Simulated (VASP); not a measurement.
The system is BaF2.

```
Ba F
1.0
     0.00000    3.12300    3.12300
     3.12300    0.00000    3.12300
     3.12300    3.12300    0.00000
Ba F
1 2
Direct
  0.00000 0.00000 0.00000
  0.25000 0.25000 0.25000
  0.75000 0.75000 0.75000
```

```yaml
Program: VASP 6.6.1
Task: relaxation of cell and atoms
Functional: LDA
Potentials_or_basis: VASP PAW LDA potentials, release 64 (Ba_sv, F)
Cutoff: 600 eV
k_mesh: 6 × 6 × 6
Occupations: fermi-dirac, width 0.02 eV
Spin: no spin polarisation
```

At the start: pressure -4.6 GPa; volume 20.31 Å³/atom.

Problem. Where does the relaxation end?

Solution. Over 3 steps the energy falls by 23.7 meV/atom and the volume is 18.78 Å³/atom (-7.5 %); space group Fm-3m (No. 225, to 0.1 Å) before and after.

Step by step:
| step | energy change (eV) | largest force (eV/Å) | pressure (GPa) | volume (Å³) |
| --- | --- | --- | --- | --- |
| 1 | 0.0000 | 0.0000 | -4.59 | 60.92 |
| 2 | -0.0703 | 0.0000 | 0.52 | 55.93 |
| 3 | -0.0710 | 0.0000 | 0.01 | 56.33 |

Final structure:
```yaml
crystal:
  lattice:
    - [0.00000, 3.04253, 3.04253]
    - [3.04253, 0.00000, 3.04253]
    - [3.04253, 3.04253, 0.00000]
  atoms:
    - { symbol: Ba, position: [0.00000, 0.00000, 0.00000] }
    - { symbol: F, position: [0.25000, 0.25000, 0.25000] }
    - { symbol: F, position: [0.75000, 0.75000, 0.75000] }
```
